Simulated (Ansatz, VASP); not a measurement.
Two plane-wave programs on In3Cu

```xyz
4
Lattice="4.4828 0.0000 0.0000 0.0000 4.4828 0.0000 0.0000 0.0000 4.4828" Properties=species:S:1:pos:R:3 pbc="T T T"
In    0.0000    2.2414    2.2414
In    2.2414    0.0000    2.2414
In    2.2414    2.2414    0.0000
Cu    0.0000    0.0000    0.0000
```

Alike in both runs: task single point; functional PBE; k mesh 5 × 5 × 5; occupations gaussian, width 0.2 eV; no spin polarisation.

|  | VASP | Ansatz |
| --- | --- | --- |
| version | VASP 6.6.1 | Ansatz 0.2.0 |
| potentials or method | VASP PAW PBE potentials, release 64 (In_d, Cu) | plane waves, PAW |
| plane-wave cutoff (eV) | 600 | 420 |
| valence electrons in the cell | 50 | 58 |

```tsv
	VASP	Ansatz	Ansatz less VASP
pressure (GPa)	0.9	0.8	-0.10
```

VASP's potentials hold 50 valence electrons a cell and Ansatz's 58, so a difference there can come from the potentials and not from the codes.
